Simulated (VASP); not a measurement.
Wanted: the native input for a VASP 6.6.1 run.

```yaml
Task: relaxation of cell and atoms
Functional: PBE
Potentials_or_basis: VASP PAW PBE potentials, release 64 (Nd_3, Hf_pv), 4f in core
Cutoff: 500 eV
k_mesh: 6 × 6 × 2
Occupations: gaussian, width 0.2 eV
Spin: no spin polarisation
Dipole_correction: no
Further_INCAR_settings: ALGO = Normal; EDIFF = 1e-07; IBRION = 2; EDIFFG = -0.08; NSW = 36; ISIF = 3
```

The structure of NdHf lies in POSCAR:

```
NdHf
1.0
    3.1336019500      0.0000000000      0.0000000000
    0.0000000000      3.1336019500      0.0000000000
    0.0000000000      0.0000000000      9.6619397200
Nd Hf
2 2
Direct
    0.0000000000      0.5000000000      0.1300000000
    0.5000000000      0.0000000000      0.8700000000
    0.0000000000      0.5000000000      0.6079999800
    0.5000000000      0.0000000000      0.3920000200
```

The cell was generated, and may not be a known phase.

One way to write it, as run:

INCAR

```
SYSTEM = NdHf
ALGO = Normal
EDIFF = 1E-7
EDIFFG = -0.08
ENCUT = 500
GGA = PE
GGA_COMPAT = .FALSE.
IBRION = 2
ISIF = 3
ISMEAR = 0
LASPH = .TRUE.
LCHARG = .FALSE.
LMAXMIX = 6
LREAL = .FALSE.
LWAVE = .FALSE.
NELM = 200
NELMIN = 4
NSW = 36
PREC = Accurate
SIGMA = 0.2
```

KPOINTS

```
k-points
0
G
  6 6 2
  0 0 0
```

Potentials or basis: VASP PAW PBE potentials, release 64 (Nd_3, Hf_pv), 4f in core.

The run is started by

```sh
$ cat potpaw_PBE.64/Nd_3/POTCAR potpaw_PBE.64/Hf_pv/POTCAR > POTCAR
$ mpirun -np 1 vasp_std > vasp.out
```

Results of the run:

```
Relaxed volume                        : 28.05 Å³/atom
Relaxed cell                          : a = 3.333 Å, b = 3.333 Å, c = 10.105 Å, α = 90.00°, β = 90.00°, γ = 90.00°
Space group after relaxing (to 0.1 Å) : P4/nmm (No. 129)
Energy gained by relaxing             : 174.0 meV/atom
Ionic steps                           : 8
Pressure after relaxing               : 0.2 GPa
Largest force after relaxing          : 0.053 eV/Å
Band gap on the k mesh                : zero (bands 21 and 22 overlap by 1.45 eV)
```

Caveat: the volume moved by over 15 % at a fixed basis, so the end points are rough; spin-orbit coupling is left out, which moves the levels of the heavy elements; the 4f electrons are frozen in the core, so they carry no moment and show no levels; the relaxation stopped at a loose force limit of 0.08 eV/Å, so its end isn't a converged minimum.

Run time: 2.5 min on 1 thread of Intel(R) Xeon(R) 6975P-C (Granite Rapids), on a shared host, peak memory 0.22 GiB.
